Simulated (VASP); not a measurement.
# AlFe (Pm-3m) in VASP: further runs, part 2 of 2

VASP 6.6.1. The steps go on from the part before.

### 5 Single point, PBEsol, collinear spin, ferromagnetic start (11.17 Å³/atom)

This run uses another cell than the first one, of 11.17 Å³/atom.

INCAR reads:

```
SYSTEM = AlFe
PREC = Accurate
ENCUT = 520
EDIFF = 1E-6
ISMEAR = 0
SIGMA = 0.1
LREAL = .False.
LASPH = .True.
NELM = 150
ALGO = Fast
ISIF = 2
LWAVE = .False.
LCHARG = .False.
ISPIN = 2
MAGMOM = 0 0.75
LORBIT = 11
LMAXMIX = 4
GGA = PS
NBANDS = 16
```

KPOINTS reads:

```
regular mesh
0
Gamma
  14 14 14
  0 0 0
```

POSCAR reads:

```
AlFe
1.0
    2.8162687207      0.0000000000      0.0000000000
    0.0000000000      2.8162687207      0.0000000000
    0.0000000000      0.0000000000      2.8162687207
Al Fe
1 1
Direct
    0.0000000000      0.0000000000      0.0000000000
    0.5000000000      0.5000000000      0.5000000000
```

Potentials or basis: VASP PAW PBE potentials, release 64 (Al, Fe).

The run is started by

```
$ cat potpaw_PBE.64/Al/POTCAR potpaw_PBE.64/Fe/POTCAR > POTCAR
$ mpirun -np 1 vasp_std > vasp.out
```

OUTCAR:

```text
SYSTEM = AlFe
   PREC = Accurate
   ENCUT = 520
   EDIFF = 1E-6
   ISMEAR = 0
   LREAL = .False.
   LASPH = .True.
   NELM = 150
   ISIF = 2
   ISPIN = 2
   LORBIT = 11
   GGA = PS

 ion  position               nearest neighbor table
   1  0.000  0.000  0.000-   2 2.44   2 2.44   2 2.44   2 2.44   2 2.44   2 2.44   2 2.44   2 2.44

   2  0.500  0.500  0.500-   1 2.44   1 2.44   1 2.44   1 2.44   1 2.44   1 2.44   1 2.44   1 2.44

  LATTYP: Found a simple cubic cell.
 ALAT       =     2.8162687207

  Lattice vectors:

 A1 = (   2.8162687207,   0.0000000000,   0.0000000000)
 A2 = (   0.0000000000,   2.8162687207,   0.0000000000)
 A3 = (   0.0000000000,   0.0000000000,   2.8162687207)

Analysis of symmetry for initial positions (statically):
=====================================================================
 Subroutine PRICEL returns:
 Original cell was already a primitive cell.

 Routine SETGRP: Setting up the symmetry group for a
 simple cubic supercell.

 Subroutine GETGRP returns: Found 48 space group operations
 (whereof 48 operations were pure point group operations)
 out of a pool of 48 trial point group operations.

The static configuration has the point symmetry O_h .

Analysis of symmetry for dynamics (positions and initial velocities):
=====================================================================
 Subroutine PRICEL returns:
 Original cell was already a primitive cell.

 Routine SETGRP: Setting up the symmetry group for a
 simple cubic supercell.

 Subroutine GETGRP returns: Found 48 space group operations
 (whereof 48 operations were pure point group operations)
 out of a pool of 48 trial point group operations.

The dynamic configuration has the point symmetry O_h .

Analysis of structural, dynamic, and magnetic symmetry:
=====================================================================
 Subroutine PRICEL returns:
 Original cell was already a primitive cell.

 Routine SETGRP: Setting up the symmetry group for a
 simple cubic supercell.

[... 145 lines left out ...]

 Free energy of the ion-electron system (eV)
  ---------------------------------------------------
  ext. energy  EPLUGINS =         0.00000000
  ---------------------------------------------------
  free energy    TOTEN  =       -13.72190080 eV

  energy without entropy =      -13.71193004  energy(sigma->0) =      -13.71691542

 E-fermi :   8.5204     XC(G=0): -12.5547

 val. band max:        8.5178522248   @ k =   0.5000   0.2857   0.1429
 cond. band min:       8.5308214549   @ k =   0.2143   0.1429   0.1429
 fundamental gap:      0.0129692301
 Fermi energy:         8.5203871126

 spin component 1

 k-point     1 :       0.0000    0.0000    0.0000
  band No.  band energies     occupation
      1      -2.2166      1.00000
      2       5.8114      1.00000
      3       5.8114      1.00000
      4       8.2458      0.99995
      5       8.2458      0.99995
      6       8.2458      0.99995
[... 435 lines left out ...]
      5       7.4591      1.00000
      6       7.9547      1.00000
[... 8 lines left out ...]
     15      27.8212      0.00000
     16      30.9406      0.00000

 [... further k-points ...]

 spin component 2

 k-point     1 :       0.0000    0.0000    0.0000
  band No.  band energies     occupation
      1      -2.1892      1.00000
      2       6.1514      1.00000
      3       6.1514      1.00000
      4       8.9878      0.00000
      5       8.9878      0.00000
      6       8.9878      0.00000
[... 435 lines left out ...]
      5       8.1250      1.00000
      6       8.6684      0.01813
[... 8 lines left out ...]
     15      27.8772      0.00000
     16      30.9510      0.00000

 [... further k-points ...]
[... 5 lines left out ...]
  --------------------------------------------------------------------------------------
  -------------------------------------------------------------------------------------
  Total        0.9020910      0.9020910      0.9020910      0.0000000     -0.0000000      0.0000000
  in kB       64.7051244     64.7051244     64.7051244      0.0000000     -0.0000000      0.0000000
  external PRESSURE =      64.7051244 kB  Pullay stress =       0.0000000 kB

 VOLUME and BASIS-vectors are now :
 -----------------------------------------------------------------------------
  energy-cutoff  :      520.00
  volume of cell :       22.34
      direct lattice vectors                 reciprocal lattice vectors
     2.816268721  0.000000000  0.000000000     0.355079752  0.000000000  0.000000000
     0.000000000  2.816268721  0.000000000     0.000000000  0.355079752  0.000000000
     0.000000000  0.000000000  2.816268721     0.000000000  0.000000000  0.355079752

 POSITION                                       TOTAL-FORCE (eV/Angst)
 -----------------------------------------------------------------------------------
      0.00000      0.00000      0.00000         0.000000      0.000000      0.000000
      1.40813      1.40813      1.40813         0.000000      0.000000      0.000000
 -----------------------------------------------------------------------------------
    total drift:                                0.000000     -0.000000     -0.000000

  FREE ENERGIE OF THE ION-ELECTRON SYSTEM (eV)
  ---------------------------------------------------
  free  energy   TOTEN  =       -13.7219008025 eV

  energy  without entropy=      -13.7119300442  energy(sigma->0) =      -13.71691542

 total charge

# of ion       s       p       d       tot
------------------------------------------
    1        0.408   0.465   0.000   0.873
    2        0.459   0.553   6.551   7.563
--------------------------------------------------
tot          0.867   1.018   6.551   8.436

 magnetization (x)

# of ion       s       p       d       tot
------------------------------------------
    1       -0.007  -0.013   0.000  -0.020
    2       -0.001   0.008   0.664   0.671
--------------------------------------------------
tot         -0.007  -0.006   0.664   0.651
```

Run time: 33 s. Hardware: 1 thread of Intel Xeon 6975P-C (Granite Rapids), shared host; peak memory 0.19 GiB.

Results:

```
Free energy                                           : -13.7219 eV
Pressure                                              : 6.5 GPa
Net moment                                            : 0.64 μB per cell
Site moments                                          : Al -0.02; Fe +0.67 μB
Valence electrons inside the program's atomic spheres : Al 0.87; Fe 7.56
```

Levels at points of the mesh, in eV from the Fermi level:
Spin up:
```tsv
k point	band 4	band 5	band 6	band 7	band 8	band 9
(0.00, 0.00, 0.00)	-0.27	-0.27	-0.27	6.75	6.75	6.75
(0.50, 0.00, 0.00)	-1.31	-1.31	-0.14	1.06	8.87	11.47
(0.50, 0.50, 0.00)	-2.15	-1.07	-1.07	0.56	3.54	4.59
(0.50, 0.50, 0.50)	0.61	0.61	3.05	3.05	3.05	4.93
```
Spin down:
| k point | band 1 | band 2 | band 3 | band 4 | band 5 | band 6 | band 7 | band 8 | band 9 | band 10 |
| --- | --- | --- | --- | --- | --- | --- | --- | --- | --- | --- |
| (0.00, 0.00, 0.00) | -10.71 | -2.37 | -2.37 | 0.47 | 0.47 | 0.47 | 6.80 | 6.80 | 6.80 | 9.78 |
| (0.50, 0.00, 0.00) | -6.33 | -6.17 | -1.62 | -0.67 | -0.67 | 0.62 | 1.53 | 8.80 | 11.56 | 11.56 |
| (0.50, 0.50, 0.00) | -4.87 | -2.41 | -2.13 | -2.13 | -0.40 | -0.40 | 1.07 | 3.87 | 5.08 | 13.58 |
| (0.50, 0.50, 0.50) | -3.42 | -3.42 | -3.42 | 1.11 | 1.11 | 3.13 | 3.13 | 3.13 | 4.88 | 6.80 |

Caveat: the cell stands under pressure; the PAW data sets were made with another functional, which shifts forces and pressure a little.

### 6 Single point, PBEsol, collinear spin, ferromagnetic start (11.86 Å³/atom)

This run uses another cell than the first one, of 11.86 Å³/atom.

INCAR reads:

```
SYSTEM = AlFe
PREC = Accurate
ENCUT = 520
EDIFF = 1E-7
ISMEAR = 0
SIGMA = 0.1
LREAL = .FALSE.
LASPH = .TRUE.
NELM = 150
ALGO = Fast
ISIF = 2
LWAVE = .FALSE.
LCHARG = .FALSE.
ISPIN = 2
MAGMOM = 0 0.75
LORBIT = 11
LMAXMIX = 4
GGA = PS
NBANDS = 16
```

KPOINTS reads:

```
regular mesh
0
G
  14 14 14
  0 0 0
```

POSCAR reads:

```
AlFe
1.0
    2.8731783711      0.0000000000      0.0000000000
    0.0000000000      2.8731783711      0.0000000000
    0.0000000000      0.0000000000      2.8731783711
Al Fe
1 1
Direct
    0.0000000000      0.0000000000      0.0000000000
    0.5000000000      0.5000000000      0.5000000000
```

Potentials or basis: VASP PAW PBE potentials, release 64 (Al, Fe).

The run is started by

```
$ cat potpaw_PBE.64/Al/POTCAR potpaw_PBE.64/Fe/POTCAR > POTCAR
$ mpirun -np 1 vasp_std > vasp.out
```

It took 40 s on 1 thread of Intel Xeon 6975P-C (Granite Rapids), shared host; peak memory 0.19 GiB.

It converged, with:

| Quantity | Value |
| --- | --- |
| Free energy | -13.7251 eV |
| Pressure | -5.1 GPa |
| Net moment | 0.67 μB per cell |
| Site moments | Al -0.02; Fe +0.71 μB |
| Valence electrons inside the program's atomic spheres | Al 0.83; Fe 7.43 |

Levels at points of the mesh, in eV from the Fermi level:
Spin up:
```tsv
k point	band 2	band 3	band 4	band 5	band 6	band 7	band 8	band 9	band 10	band 11
(0.00, 0.00, 0.00)	-2.54	-2.54	-0.34	-0.34	-0.34	6.36	6.36	6.36	9.33	9.33
(0.50, 0.00, 0.00)	-6.04	-1.91	-1.29	-1.29	-0.22	0.88	8.73	11.03	11.03	11.98
(0.50, 0.50, 0.00)	-2.57	-2.12	-2.12	-1.06	-1.06	0.43	3.22	4.10	12.86	16.09
(0.50, 0.50, 0.50)	-3.61	-3.61	0.47	0.47	2.94	2.94	2.94	4.31	5.97	5.97
```
Spin down:
| k point | band 1 | band 2 | band 3 | band 4 | band 5 | band 6 | band 7 | band 8 | band 9 | band 10 |
| --- | --- | --- | --- | --- | --- | --- | --- | --- | --- | --- |
| (0.00, 0.00, 0.00) | -10.40 | -2.17 | -2.17 | 0.44 | 0.44 | 0.44 | 6.39 | 6.39 | 6.39 | 9.42 |
| (0.50, 0.00, 0.00) | -6.22 | -5.96 | -1.48 | -0.62 | -0.62 | 0.58 | 1.39 | 8.65 | 11.12 | 11.12 |
| (0.50, 0.50, 0.00) | -4.68 | -2.26 | -2.11 | -2.11 | -0.35 | -0.35 | 0.98 | 3.56 | 4.61 | 12.81 |
| (0.50, 0.50, 0.50) | -3.22 | -3.22 | -3.22 | 1.02 | 1.02 | 3.02 | 3.02 | 3.02 | 4.25 | 6.36 |

Caveat: the cell stands under tension; the PAW data sets were made with another functional, which shifts forces and pressure a little.

### 7 The runs side by side

| cell | gap on the mesh (eV) | pressure (GPa) | moment (μB) |
| --- | --- | --- | --- |
| a = 2.726 Å, 2 atoms | none | 32.2 | 0.58 |
| a = 2.757 Å, 2 atoms | none | 22.3 | 0.61 |
| a = 2.787 Å, 2 atoms | none | 13.7 | 0.63 |
| a = 2.816 Å, 2 atoms | none | 6.5 | 0.64 |
| a = 2.873 Å, 2 atoms | none | -5.1 | 0.67 |

Alike in all rows: task single point; level PBEsol; potentials or basis VASP PAW PBE potentials, release 64 (Al, Fe); spin collinear, ferromagnetic start; k mesh 14 × 14 × 14; cutoff (eV) 520; smearing gaussian 0.1 eV.

Caveats: the PAW data sets were made with another functional, which shifts forces and pressure a little; the cell stands under pressure (at least some runs); the cell stands under tension (at least some runs).

Absolute energies hang on the potentials; compare differences alone.
